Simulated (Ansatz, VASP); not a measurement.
Two plane-wave programs on TaC

```
Ta C
1.0
     0.00000    2.22300    2.22300
     2.22300    0.00000    2.22300
     2.22300    2.22300    0.00000
Ta C
1 1
Direct
  0.00000 0.00000 0.00000
  0.50000 0.50000 0.50000
```

Alike in both runs: task single point; functional r2SCAN; k mesh 4 × 4 × 4; occupations fermi-dirac, width 0.15 eV; no spin polarisation.

|  | VASP | Ansatz |
| --- | --- | --- |
| version | VASP 6.6.1 | Ansatz 0.2.0 |
| potentials or method | VASP PAW PBE potentials, release 64 (Ta_pv, C), cutoff 660 eV | plane waves, PAW |
| valence electrons in the cell | 15 | 17 |

```csv
,VASP,Ansatz,Ansatz less VASP
pressure (GPa),6.2,5.0,-1.24
```

VASP's potentials were made for PBE, not for r2SCAN. VASP's potentials hold 15 valence electrons a cell and Ansatz's 17, so a difference there can come from the potentials and not from the codes.

The k mesh is coarse, so the values compare programs but aren't converged. Spin-orbit coupling is off throughout.
